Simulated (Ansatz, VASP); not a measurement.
## HgTe: VASP beside Ansatz

File INCAR:

```
ALGO = Normal
EDIFF = 1E-7
EDIFFG = -0.005
ENCUT = 600
GGA = RP
IBRION = 2
ISIF = 3
ISMEAR = -1
IVDW = 12
LASPH = T
LCHARG = F
LREAL = F
LWAVE = F
NELM = 80
NSW = 80
PREC = Accurate
SIGMA = 0.05
```

File KPOINTS:

```
k-points
0
Gamma
  7 7 7
```

File POSCAR:

```
HgTe
1.0
    0.0000000000      3.2145000000      3.2145000000
    3.2145000000      0.0000000000      3.2145000000
    3.2145000000      3.2145000000      0.0000000000
Hg Te
1 1
Direct
    0.0000000000      0.0000000000      0.0000000000
    0.7500000000      0.7500000000      0.7500000000
```

File input.yaml:

```yaml
crystal:
  lattice:
    - [0.0, 3.2145, 3.2145]
    - [3.2145, 0.0, 3.2145]
    - [3.2145, 3.2145, 0.0]
  atoms:
    - { symbol: Hg, position: [0.0, 0.0, 0.0] }
    - { symbol: Te, position: [0.75, 0.75, 0.75] }
kpoints:
  mp_grid: { grid: [7, 7, 7] }
scf:
  occupations: { method: fermi_dirac, width: 0.05 }
hamiltonian:
  xc: rpbe
  dispersion: d3bj
  pseudopotentials: { kind: all_electron, lapw: { basis_error: 0.001 } }
output:
  forces: true
  stress: true
relax:
  f_tol: 0.005
  max_steps: 60
  cell: {}
```

Alike in both runs: task relaxation of cell and atoms; functional RPBE; dispersion D3(BJ); k mesh 7 × 7 × 7; occupations fermi-dirac, width 0.05 eV; no spin polarisation.

|  | VASP | Ansatz |
| --- | --- | --- |
| version | VASP 6.6.1 | Ansatz 0.2.0 |
| potentials or method | VASP PAW PBE potentials, release 64 (Hg, Te), cutoff 600 eV | all-electron LAPW, scalar-relativistic |

```tsv
	VASP	Ansatz	Ansatz less VASP
relaxed volume (Å³/atom)	31.36	31.30	-0.060
relaxed cell length with the largest relative difference (Å)	4.460	4.457	-0.0028
```

VASP's potentials were made for PBE, not for RPBE. Ansatz ran all-electron here, and VASP with PAW potentials.

Spin-orbit coupling is off throughout.
